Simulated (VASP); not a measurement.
## Be: single point with PBE

Be:

```
Be
1.0
    -1.25022    1.25022    1.25022
     1.25022   -1.25022    1.25022
     1.25022    1.25022   -1.25022
Be
1
Direct
  0.00000 0.00000 0.00000
```

This isn't the form of Be at room conditions, which is hcp.

| Quantity | Value |
| --- | --- |
| Program | VASP 6.6.1 |
| Task | single point |
| Functional | PBE |
| Potentials or basis | VASP PAW PBE potentials, release 64 (Be) |
| Cutoff | 520 eV |
| k mesh | 24 × 24 × 24 |
| Occupations | gaussian, width 0.05 eV |
| Spin | non-collinear spin, zero start, spin-orbit coupling |
| Starting moments | [[0.0, 0.0, 0.0]] μB |
| Dipole correction | no |
| k mesh for the DOS | 36 × 36 × 36 |
| Occupations for the DOS | tetrahedron |
| Further INCAR settings | ALGO = Normal; EDIFF = 1e-07; NBANDS = 13 |

```
Net moment                                            : 0.00 μB per cell
Valence electrons inside the program's atomic spheres : Be 1.17
```

Moments on the atoms (μB; x, y, z):
```
Be  0.00 0.00 0.00
```

Run time: 100 s on 1 thread of Intel(R) Xeon(R) 6975P-C (Granite Rapids), with other jobs on the host, peak memory 0.4 GiB.
